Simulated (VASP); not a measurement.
Runs of VASP 6.6.1 on GaAs. It takes space group F-43m (No. 216, cubic). Conventional cell: a = 5.654 Å, b = 5.654 Å, c = 5.654 Å, α = 90.00°, β = 90.00°, γ = 90.00°. Within 3.2 Å of Ga (site symmetry -43m) lie 4 As at 2.45 Å. Within 3.2 Å of As (site symmetry -43m) lie 4 Ga at 2.45 Å. 

```tsv
k mesh	cutoff (eV)	smearing	gap on the mesh (eV)	pressure (GPa)
6 × 6 × 6	520	gaussian 0.03 eV	0.52	3.4
6 × 6 × 6	500	gaussian 0.03 eV	0.52	3.4
3 × 3 × 3	500	gaussian 0.03 eV	0.49	(a)
6 × 6 × 6	500	fermi-dirac 0.001 eV	0.52	3.4
```

Alike in all rows: task single point; level PBE; potentials or basis VASP PAW PBE potentials, release 64 (Ga_d, As); no spin polarisation; cell as given.

Question: Estimate the missing entries.

Answer: (a) 4.7.

Caveats: some runs use coarse meshes.

A k mesh can miss the band edges, and the runs leave out spin-orbit coupling on As, Ga.
